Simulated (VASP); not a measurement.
Here is a VASP 6.6.1 calculation.

INCAR

```
SYSTEM = KYSe2
ALGO = Normal ; EDIFF = 1E-6
ENCUT = 520 ; GGA = CA
ISIF = 2 ; ISMEAR = -1
LASPH = .True. ; LCHARG = .False.
LREAL = .False. ; LWAVE = .False.
NBANDS = 24 ; NELM = 100
PREC = Accurate ; SIGMA = 0.02
```

KPOINTS

```
k-points
0
Gamma
  6 6 4
  0 0 0
```

File POSCAR:

```
KYSe2
1.0
    4.2036448391      0.0000000000      0.0000000000
    0.0000000000      4.2036448391      0.0000000000
    0.0000000000      0.0000000000      5.7587425855
K Se Y
1 2 1
Direct
    0.0000000000      0.0000000000      0.0000000000
    0.0000000000      0.0000000000      0.5000000000
    0.5000000000      0.5000000000      0.0000000000
    0.5000000000      0.5000000000      0.5000000000
```

Potentials or basis: VASP PAW LDA potentials, release 64 (K_sv, Se, Y_sv).

Launch:

```bash
$ cat potpaw_LDA.64/K_sv/POTCAR potpaw_LDA.64/Se/POTCAR potpaw_LDA.64/Y_sv/POTCAR > POTCAR
$ mpirun -np 1 vasp_std > vasp.out
```

Task: Predict the pressure.

Result: 0.2 GPa.

Task: What does it give for the band gap on the k mesh?

Result: Zero (bands 16 and 17 overlap by 0.01 eV).

Stress tensor (GPa, compression positive):
```
0.19 0.00 0.00
0.00 0.19 0.00
0.00 0.00 0.27
```

Caveat: semilocal functionals underestimate gaps, and a narrow one can read as zero.
